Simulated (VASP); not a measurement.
Write the native input for VASP 6.6.1 that does the following.

```yaml
Task: single point
Functional: PBE
Potentials_or_basis: VASP PAW PBE potentials, release 64 (Pt, Al)
Cutoff: 520 eV
k_mesh: 2 × 2 × 2
Occupations: gaussian, width 0.1 eV
Spin: no spin polarisation
Dipole_correction: no
Further_INCAR_settings: LREAL = Auto; ALGO = Normal; EDIFF = 1e-06; NBANDS = 80
```

The structure of Al15Pt8 (a cell with a defect) lies in POSCAR:

```
Al15Pt8
1.0
    0.0000000000      5.9024240000      5.9024240000
    5.9024240000      0.0000000000      5.9024240000
    5.9024240000      5.9024240000      0.0000000000
Pt Al
8 15
Direct
    0.0007272436      0.0043892984     -0.0047781217
    0.0155236222     -0.0111115365      0.4899231231
   -0.0140408415      0.5096783965      0.0107122091
    0.0007271589      0.4941869645      0.5054245510
    0.5007309709      0.0342527917     -0.0346431398
    0.5067373167     -0.0111017948      0.4899321872
    0.4947232696      0.5096871218      0.0107216120
    0.5007318180      0.4643181344      0.5352906704
    0.1235126450      0.1298026031      0.1195415646
    0.3732458055      0.3687740833      0.3811037635
    0.1292350397      0.1207827496      0.6218177481
    0.3543500094      0.3956762510      0.8967136214
    0.1168780826      0.6331407232      0.1341763994
    0.5006316049      0.7492855478      0.2503246124
    0.1235138309      0.6185065661      0.6308364157
    0.3732465679      0.8800686803      0.8698081500
    0.6282100371      0.1298061610      0.1195434283
    0.8779492968      0.3687701866      0.3811010527
    0.6471309076      0.1028951834      0.6039330621
    0.8722239371      0.3777943604      0.8788293589
    0.8845837744      0.8654345232      0.3664700299
    0.6282096983      0.6185087686      0.6308406512
    0.8779487038      0.8800666472      0.8698045921
```

These files were run (other wordings do the same):

INCAR

```
PREC = Accurate
ENCUT = 520
EDIFF = 1E-6
ISMEAR = 0
SIGMA = 0.1
LREAL = Auto
LASPH = True
NELM = 80
ALGO = Normal
ISIF = 2
LWAVE = False
LCHARG = False
GGA = PE
NBANDS = 80
```

KPOINTS

```
Automatic mesh
0
Gamma
  2 2 2
```

Potentials or basis: VASP PAW PBE potentials, release 64 (Pt, Al).

Command:

```sh
$ cat potpaw_PBE.64/Pt/POTCAR potpaw_PBE.64/Al/POTCAR > POTCAR
$ mpirun -np 1 vasp_std > vasp.out
```

Results of the run:

```
Pressure               : 2.1 GPa
Largest force          : 0.035 eV/Å
Band gap on the k mesh : zero (an odd number of electrons rules out a gap without spin polarisation)
```

Caveat: the k points lie up to 0.46 Å⁻¹ apart, too coarse for converged energies and pressures of a metal; spin-orbit coupling is left out, which moves the levels of the heavy elements.

Run time: 3.8 min on 1 thread of Intel(R) Xeon(R) Platinum 8488C (Sapphire Rapids), on a shared host, peak memory 0.58 GiB.
